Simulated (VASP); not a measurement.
Crystal: NiO.

```
Ni O
1.0
     0.00000    2.07190    2.07190
     2.07190    0.00000    2.07190
     2.07190    2.07190    0.00000
Ni O
1 1
Direct
  0.00000 0.00000 0.00000
  0.50000 0.50000 0.50000
```

Base run:

| Property | Result |
| --- | --- |
| Program | VASP 6.6.1 |
| Functional | RPBE |
| Potentials or basis | VASP PAW PBE potentials, release 64 (Ni, O) |
| Cutoff | 520 eV |
| k mesh | 11 × 11 × 11 |
| Occupations | fermi-dirac, width 0.05 eV |
| Spin | collinear spin, ferromagnetic start |
| Starting moments | [1.0, 0.0] μB |

Its results: pressure 17.1 GPa; net moment 1.74 μB per cell; site moments Ni +1.44; O +0.26 μB.

Task: The run is repeated on the same cell with these changes: functional from RPBE to b88 exchange, pbe correlation; cutoff from 520 eV to 600 eV; further incar settings from ALGO = Normal; EDIFF = 1e-07; NBANDS = 19 to ALGO = Normal; EDIFF = 1e-06; NBANDS = 19. What comes out?

Result: Pressure 8.2 GPa; net moment 1.61 μB per cell; site moments Ni +1.34; O +0.24 μB.

Caveats: the cell stands under pressure; the PAW data sets were made with another functional, which shifts forces and pressure a little; a cell with one magnetic atom can't hold antiferromagnetic order, which such compounds often take.
